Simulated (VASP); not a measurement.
## Zn6CO6F2: single point with PBE

Zn6CO6F2, a slab with vacuum:

```
CELL_PARAMETERS angstrom
5.80410 0.00000 0.00000
-2.90205 5.48802 0.00000
0.00000 0.00000 17.58708
ATOMIC_POSITIONS crystal
Zn 0.33333 0.00000 0.05686
Zn 0.32512 0.47417 0.04486
Zn 0.88745 0.03104 0.10192
Zn 0.81838 0.48612 0.09468
Zn 0.09665 0.02860 0.26796
Zn 0.40048 0.55422 0.20449
O 0.15015 0.66000 0.05379
O 0.14138 0.14966 0.01564
O 0.63143 0.66861 0.11452
O 0.64450 0.15392 0.11053
O 0.36420 0.91384 0.30234
O 0.16848 0.21735 0.18285
C 0.37013 0.72131 0.29642
F 0.84051 0.80513 0.32420
F 0.34069 0.59509 0.36210
```

```yaml
Program: VASP 6.6.1
Task: single point
Functional: PBE
Potentials_or_basis: VASP PAW PBE potentials, release 64 (Zn, O_h, C_h, F_h)
Cutoff: 1010 eV
k_mesh: 2 × 2 × 1
Occupations: gaussian, width 0.02 eV
Spin: no spin polarisation
Dipole_correction: no
Further_INCAR_settings: LREAL = Auto; ALGO = Normal; EDIFF = 1e-06; NBANDS = 76; NELMDL = -8
```

```json
{
 "Largest force": "0.323 eV/Å",
 "Band gap on the k mesh": "1.64 eV"
}
```

Forces on the atoms (eV/Å):
```
Zn  -0.059  0.107 -0.044
Zn   0.100 -0.028  0.015
Zn   0.068 -0.075 -0.061
Zn  -0.002  0.065 -0.004
Zn   0.108  0.077 -0.140
Zn   0.069  0.121  0.068
O   -0.162  0.027 -0.036
O   -0.005 -0.088 -0.084
O    0.130  0.073 -0.007
O   -0.016  0.043  0.068
O    0.074  0.124  0.053
O   -0.001 -0.140  0.034
C   -0.049  0.090  0.036
F   -0.173 -0.263  0.075
F   -0.084 -0.134  0.027
```

Levels at points of the mesh, in eV from the valence-band top:
| k point | band 60 | band 61 | band 62 | band 63 | band 64 | band 65 | band 66 | band 67 |
| --- | --- | --- | --- | --- | --- | --- | --- | --- |
| (0.00, 0.00, 0.00) | -0.95 | -0.54 | -0.38 | 0.00 | 1.64 | 3.36 | 3.79 | 4.55 |
| (0.50, 0.00, 0.00) | -0.66 | -0.60 | -0.52 | -0.38 | 3.24 | 3.48 | 3.83 | 4.43 |
| (0.50, 0.50, 0.00) | -0.94 | -0.73 | -0.52 | -0.49 | 3.06 | 3.37 | 3.93 | 4.09 |
| (0.00, 0.50, 0.00) | -0.97 | -0.77 | -0.54 | -0.40 | 3.09 | 3.27 | 3.80 | 4.32 |

It took 25 min on 1 thread of Intel(R) Xeon(R) Platinum 8488C (Sapphire Rapids) (shared host), peak memory 1.5 GiB.

Caveat: the k points lie up to 0.61 Å⁻¹ apart; there is no dipole correction, which matters where the two faces differ.
